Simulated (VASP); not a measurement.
# BeS (l.bB) (F-43m) in VASP: notebook

Runs on BeS (l.bB). Level: LDA. Tasks: single point.

Everything below comes from runs of VASP 6.6.1. Logs are shortened: lines on timing, memory, paths and dates and some standing lists are left out, and cuts for length are marked.

### Step 1. The cell of the first run

The structure is cubic, space group F-43m (No. 216). The conventional cell has a = 4.796 Å, b = 4.796 Å, c = 4.796 Å, α = 90.00°, β = 90.00°, γ = 90.00°. Be (site symmetry -43m) has 4 S at 2.08 Å within 2.7 Å. S (site symmetry -43m) has 4 Be at 2.08 Å within 2.7 Å.

### Step 2. Single point, LDA

Contents of INCAR:

```
SYSTEM = BeS
PREC = Accurate
ENCUT = 600
EDIFF = 1E-6
ISMEAR = 0
SIGMA = 0.02
LREAL = .False.
LASPH = .True.
NELM = 120
ALGO = Normal
ISIF = 2
LWAVE = .False.
LCHARG = .False.
NBANDS = 11
GGA_COMPAT = .False.
```

Contents of KPOINTS:

```
regular mesh
0
Gamma
  8 8 8
  0 0 0
```

Contents of POSCAR:

```
BeS
1.0
    0.0000000000      2.3980339714      2.3980339714
    2.3980339714      0.0000000000      2.3980339714
    2.3980339714      2.3980339714      0.0000000000
Be S
1 1
Direct
    0.0000000000      0.0000000000      0.0000000000
    0.2500000000      0.2500000000      0.2500000000
```

Potentials or basis: VASP PAW LDA potentials, release 64 (Be, S).

The run is started by

```bash
cat potpaw_LDA.64/Be/POTCAR potpaw_LDA.64/S/POTCAR > POTCAR
mpirun -np 1 vasp_std > vasp.out
```

OUTCAR:

```text
SYSTEM = BeS
   PREC = Accurate
   ENCUT = 600
   EDIFF = 1E-6
   ISMEAR = 0
   LREAL = .False.
   LASPH = .True.
   NELM = 120
   ISIF = 2

 ion  position               nearest neighbor table
   1  0.000  0.000  0.000-   2 2.08   2 2.08   2 2.08   2 2.08
   2  0.250  0.250  0.250-   1 2.08   1 2.08   1 2.08   1 2.08

  LATTYP: Found a face centered cubic cell.
 ALAT       =     4.7960679428

  Lattice vectors:

 A1 = (   0.0000000000,   2.3980339714,   2.3980339714)
 A2 = (   2.3980339714,   0.0000000000,   2.3980339714)
 A3 = (   2.3980339714,   2.3980339714,   0.0000000000)

Analysis of symmetry for initial positions (statically):
=====================================================================
 Subroutine PRICEL returns:
 Original cell was already a primitive cell.

 Routine SETGRP: Setting up the symmetry group for a
 face centered cubic supercell.

 Subroutine GETGRP returns: Found 24 space group operations
 (whereof 24 operations were pure point group operations)
 out of a pool of 48 trial point group operations.

The static configuration has the point symmetry T_d .

Analysis of symmetry for dynamics (positions and initial velocities):
=====================================================================
 Subroutine PRICEL returns:
 Original cell was already a primitive cell.

 Routine SETGRP: Setting up the symmetry group for a
 face centered cubic supercell.

 Subroutine GETGRP returns: Found 24 space group operations
 (whereof 24 operations were pure point group operations)
 out of a pool of 48 trial point group operations.

The dynamic configuration has the point symmetry T_d .

 Subroutine INISYM returns: Found 24 space group operations
 (whereof 24 operations are pure point group operations),
 and found     1 'primitive' translations

----------------------------------------------------------------------------------------

                                     Primitive cell

  volume of cell :      27.5801

  direct lattice vectors                    reciprocal lattice vectors
     0.000000000  2.398033971  2.398033971    -0.208504135  0.208504135  0.208504135
     2.398033971  0.000000000  2.398033971     0.208504135 -0.208504135  0.208504135
     2.398033971  2.398033971  0.000000000     0.208504135  0.208504135 -0.208504135

  length of vectors
     3.391332165  3.391332165  3.391332165     0.361139756  0.361139756  0.361139756

  position of ions in fractional coordinates (direct lattice)
     0.000000000  0.000000000  0.000000000
     0.250000000  0.250000000  0.250000000

  ion indices of the primitive-cell ions
   primitive index   ion index
                 1           1
                 2           2

----------------------------------------------------------------------------------------

 KPOINTS: regular mesh

Automatic generation of k-mesh.
 Grid dimensions read from file:
 generate k-points for:    8    8    8

 Generating k-lattice:

  Cartesian coordinates                     Fractional coordinates (reciprocal lattice)
    -0.026063017  0.026063017  0.026063017     0.125000000  0.000000000  0.000000000
     0.026063017 -0.026063017  0.026063017     0.000000000  0.125000000  0.000000000
     0.026063017  0.026063017 -0.026063017     0.000000000  0.000000000  0.125000000

  Length of vectors
     0.045142470  0.045142470  0.045142470

  Shift w.r.t. Gamma in fractional coordinates (k-lattice)
     0.000000000  0.000000000  0.000000000

 Subroutine IBZKPT returns following result:
 ===========================================

 Found     29 irreducible k-points:

 Following reciprocal coordinates:
            Coordinates               Weight
  0.000000  0.000000  0.000000      1.000000
  0.125000  0.000000  0.000000      8.000000
  0.250000  0.000000  0.000000      8.000000
  0.375000  0.000000  0.000000      8.000000
  0.500000  0.000000  0.000000      4.000000
  0.125000  0.125000  0.000000      6.000000
[... 16 lines left out ...]
  0.500000  0.250000  0.125000     48.000000
 -0.375000  0.250000  0.125000     24.000000
 [... further k-points ...]
   k-points           NKPTS =     29   k-points in BZ     NKDIM =     29   number of bands    NBANDS=     11
   number of dos      NEDOS =    301   number of ions     NIONS =      2
   total plane-waves  NPLWV =  21952
   dimension x,y,z NGX =    28 NGY =   28 NGZ =   28
   dimension x,y,z NGXF=    56 NGYF=   56 NGZF=   56
   ions per type =               1   1
   NGX,Y,Z   is equivalent  to a cutoff of  13.73, 13.73, 13.73 a.u.
   NGXF,Y,Z  is equivalent  to a cutoff of  27.45, 27.45, 27.45 a.u.
 SYSTEM =  BeS
   PREC   = accura    normal or accurate (medium, high low for compatibility)
   ISTART =      0    job   : 0-new  1-cont  2-samecut
   ICHARG =      2    charge: 1-file 2-atom 10-const
   ISPIN  =      1    spin polarized calculation?
   LNONCOLLINEAR =      F non collinear calculations
   LSORBIT =      F    spin-orbit coupling
   LASPH  =      T    aspherical Exc in radial PAW
   ENCUT  =  600.0 eV  44.10 Ry    6.64 a.u.   6.77  6.77  6.77*2*pi/ulx,y,z
   NELM   =    120;   NELMIN=  2; NELMDL= -5     # of ELM steps
   EDIFF  = 0.1E-05   stopping-criterion for ELM
   LREAL  =      F    real-space projection
   EDIFFG = 0.1E-04   stopping-criterion for IOM
   NSW    =      0    number of steps for IOM
   IBRION =     -1    ionic relax: 0-MD 1-quasi-New 2-CG
   NFREE  =      0    steps in history (QN), initial steepest desc. (CG)
   ISIF   =      2    stress and relaxation
   ISYM   =      2    0-nonsym 1-usesym 2-fastsym
   POTIM  = 0.5000    time-step for ionic-motion
   TEBEG  =    0.0;   TEEND  =   0.0 temperature during run
   PSTRESS=    0.0 pullay stress
   NELECT =       8.0000    total number of electrons
   NUPDOWN=      -1.0000    fix difference up-down
   EMIN   =  10.00;   EMAX   =-10.00  energy-range for DOS
   EFERMI =   0.00;   METHOD = LEGACY
   ISMEAR =     0;   SIGMA  =   0.02  broadening in eV -4-tet -1-fermi 0-gaus
   EFERMI_NEDOS =   21; number of points for ismear=-14 and -15
   IALGO  =     38    algorithm
   IMIX   =      4    mixing-type and parameters
     AMIX     =   0.40;   BMIX     =  1.00
     AMIX_MAG =   1.60;   BMIX_MAG =  1.00
  volume/ion in A,a.u.               =      13.79        93.06
  Fermi-wavevector in a.u.,A,eV,Ry     =   1.083693  2.047882 15.978545  1.174390
  Thomas-Fermi vector in A             =   2.219765
   LORBIT       =      0    0 simple, 1 ext, 2 COOP (PROOUT), +10 PAW based schemes
   GGA     = CA    functional components
   LHFCALC =     F    Hartree Fock is set to
   AEXX    =    0.0000 exact exchange contribution
   IVDW    =     0    specifies the selected vdW correction
   LEPSILON=     F    determine dielectric tensor
   LRPA    =     F    only Hartree local field effects (RPA)
 non-spin polarized calculation
 Gauss-broadening in eV      SIGMA  =   0.02
  energy-cutoff  :      600.00
  volume of cell :       27.58
 maximum number of plane-waves:       941
   NGX = 13   NGY = 13   NGZ = 13

 number of electron       8.0000001 magnetization

 Free energy of the ion-electron system (eV)
  ---------------------------------------------------
  ext. energy  EPLUGINS =         0.00000000
  ---------------------------------------------------
  free energy    TOTEN  =       -11.14260598 eV

  energy without entropy =      -11.14260598  energy(sigma->0) =      -11.14260598

 E-fermi :   4.5106     XC(G=0): -10.1232

 val. band max:        4.3825570916   @ k =   0.0000   0.0000   0.0000
 cond. band min:       7.2133889014   @ k =   0.5000   0.5000   0.0000
 fundamental gap:      2.8308318099
 Fermi energy:         4.5106349893

 k-point     1 :       0.0000    0.0000    0.0000
  band No.  band energies     occupation
      1      -9.5023      2.00000
      2       4.3826      2.00000
      3       4.3826      2.00000
      4       4.3826      2.00000
      5       9.9104      0.00000
      6       9.9104      0.00000
      7       9.9104      0.00000
      8      10.3449      0.00000
      9      17.2628      0.00000
     10      17.2628      0.00000
     11      19.2515      0.00000

 k-point     2 :       0.1250    0.0000    0.0000
  band No.  band energies     occupation
      1      -9.3157      2.00000
      2       3.1233      2.00000
      3       4.1683      2.00000
      4       4.1683      2.00000
      5       9.9003      0.00000
      6      10.2852      0.00000
      7      10.2852      0.00000
      8      11.6316      0.00000
      9      16.5088      0.00000
     10      16.5088      0.00000
     11      18.9683      0.00000

 k-point     3 :       0.2500    0.0000    0.0000
  band No.  band energies     occupation
      1      -8.7985      2.00000
      2       0.9296      2.00000
      3       3.7465      2.00000
      4       3.7465      2.00000
      5       9.8956      0.00000
      6      10.8462      0.00000
      7      10.8462      0.00000
      8      13.7314      0.00000
      9      16.2480      0.00000
     10      16.2480      0.00000
     11      18.5196      0.00000

 k-point     4 :       0.3750    0.0000    0.0000
  band No.  band energies     occupation
      1      -8.1316      2.00000
      2      -0.9148      2.00000
      3       3.4108      2.00000
      4       3.4108      2.00000
      5       9.8782      0.00000
      6      10.8969      0.00000
      7      10.8969      0.00000
      8      15.1049      0.00000
      9      17.6567      0.00000
     10      17.6567      0.00000
     11      18.8239      0.00000
[... 239 lines left out ...]
 k-point    22 :       0.3750    0.2500    0.1250
  band No.  band energies     occupation
      1      -8.3740      2.00000
      2       0.7045      2.00000
      3       2.1090      2.00000
      4       3.1947      2.00000
      5       9.7643      0.00000
      6      11.5916      0.00000
      7      11.8778      0.00000
      8      12.9247      0.00000
      9      16.0573      0.00000
     10      18.8794      0.00000
     11      20.3675      0.00000

 k-point    23 :       0.5000    0.2500    0.1250
  band No.  band energies     occupation
      1      -7.7839      2.00000
      2      -0.5285      2.00000
      3       1.5647      2.00000
      4       2.6901      2.00000
      5      10.2382      0.00000
      6      11.1172      0.00000
      7      12.8909      0.00000
      8      13.6438      0.00000
      9      17.0682      0.00000
     10      18.8164      0.00000
     11      21.0092      0.00000

 k-point    24 :      -0.3750    0.2500    0.1250
  band No.  band energies     occupation
      1      -7.4820      2.00000
      2      -1.1243      2.00000
      3       1.4758      2.00000
      4       2.4264      2.00000
      5      10.2979      0.00000
      6      10.9366      0.00000
      7      13.5716      0.00000
      8      14.9111      0.00000
      9      15.7889      0.00000
     10      19.8154      0.00000
     11      20.4346      0.00000

 [... further k-points ...]

------------------------ aborting loop because EDIFF is reached ----------------------------------------

  FORCE on cell =-STRESS in cart. coord.  units (eV):
  Direction    XX          YY          ZZ          XY          YZ          ZX
  --------------------------------------------------------------------------------------
  -------------------------------------------------------------------------------------
  Total        0.0143845      0.0143845      0.0143845     -0.0000000     -0.0000000     -0.0000000
  in kB        0.8356236      0.8356236      0.8356236     -0.0000000     -0.0000000     -0.0000000
  external PRESSURE =       0.8356236 kB  Pullay stress =       0.0000000 kB

 VOLUME and BASIS-vectors are now :
 -----------------------------------------------------------------------------
  energy-cutoff  :      600.00
  volume of cell :       27.58
      direct lattice vectors                 reciprocal lattice vectors
     0.000000000  2.398033971  2.398033971    -0.208504135  0.208504135  0.208504135
     2.398033971  0.000000000  2.398033971     0.208504135 -0.208504135  0.208504135
     2.398033971  2.398033971  0.000000000     0.208504135  0.208504135 -0.208504135

 POSITION                                       TOTAL-FORCE (eV/Angst)
 -----------------------------------------------------------------------------------
      0.00000      0.00000      0.00000        -0.000000     -0.000000     -0.000000
      1.19902      1.19902      1.19902         0.000000      0.000000      0.000000
 -----------------------------------------------------------------------------------
    total drift:                                0.000000      0.000000      0.000000

  FREE ENERGIE OF THE ION-ELECTRON SYSTEM (eV)
  ---------------------------------------------------
  free  energy   TOTEN  =       -11.1426059810 eV

  energy  without entropy=      -11.1426059810  energy(sigma->0) =      -11.14260598
```

Run time: 4.6 s. Hardware: 1 thread of Intel Xeon 6975P-C (Granite Rapids), shared host; peak memory 0.13 GiB.

Results:

```yaml
Free_energy: -11.1426 eV
Pressure: 0.1 GPa
Band_gap_on_the_k_mesh: 2.83 eV, indirect (least direct gap 5.53 eV)
```

Levels at points of the mesh, in eV from the valence-band top:
| k point | band 1 | band 2 | band 3 | band 4 | band 5 | band 6 | band 7 | band 8 |
| --- | --- | --- | --- | --- | --- | --- | --- | --- |
| (0.00, 0.00, 0.00) | -13.88 | 0.00 | 0.00 | 0.00 | 5.53 | 5.53 | 5.53 | 5.96 |
| (0.50, 0.00, 0.00) | -12.16 | -6.06 | -1.09 | -1.09 | 5.48 | 6.43 | 6.43 | 11.07 |
| (0.50, 0.50, 0.00) | -11.58 | -5.21 | -2.79 | -2.79 | 2.83 | 4.77 | 12.88 | 12.88 |

A k mesh can miss the band edges. A hybrid or GW would open this gap; LDA tends to underestimate it.

### Step 3. Single point, LDA

Contents of INCAR:

```
ALGO     = Normal         # electronic algorithm
EDIFF    = 1E-6           # SCF threshold, eV
ENCUT    = 600            # plane-wave cutoff, eV
GGA_COMPAT= False        
ISIF     = 2              # what is computed and relaxed
ISMEAR   = 0              # smearing method
LASPH    = True           # aspherical terms in the spheres
LCHARG   = True           # write CHGCAR
LELF     = True           # ELF
LREAL    = False          # projectors in reciprocal space
LVHAR    = True         
LWAVE    = False          # write WAVECAR
NBANDS   = 11             # bands
NELM     = 120            # most SCF steps
PREC     = Accurate       # precision mode
SIGMA    = 0.02           # smearing width, eV
```

Contents of KPOINTS:

```
k-points
0
Gamma
  8 8 8
```

POSCAR is that of step 2.

Potentials or basis: VASP PAW LDA potentials, release 64 (Be, S).

The run is started by

```bash
cat potpaw_LDA.64/Be/POTCAR potpaw_LDA.64/S/POTCAR > POTCAR
mpirun -np 1 vasp_std > vasp.out
```

It took 4.7 s on 1 thread of Intel Xeon 6975P-C (Granite Rapids), shared host; peak memory 0.14 GiB.

The run converged. Its results:

```yaml
Free_energy: -11.1426 eV
Pressure: 0.1 GPa
Band_gap_on_the_k_mesh: 2.83 eV, indirect (least direct gap 5.53 eV)
```

Levels at points of the mesh, in eV from the valence-band top:
| k point | band 1 | band 2 | band 3 | band 4 | band 5 | band 6 | band 7 | band 8 | band 9 |
| --- | --- | --- | --- | --- | --- | --- | --- | --- | --- |
| (0.00, 0.00, 0.00) | -13.88 | 0.00 | 0.00 | 0.00 | 5.53 | 5.53 | 5.53 | 5.96 | 12.88 |
| (0.50, 0.00, 0.00) | -12.16 | -6.06 | -1.09 | -1.09 | 5.48 | 6.43 | 6.43 | 11.07 | 15.05 |
| (0.50, 0.50, 0.00) | -11.58 | -5.21 | -2.79 | -2.79 | 2.83 | 4.77 | 12.88 | 12.88 | 15.75 |

A k mesh can miss the band edges. Expect the measured gap to be larger: semilocal functionals such as LDA lack the derivative discontinuity.
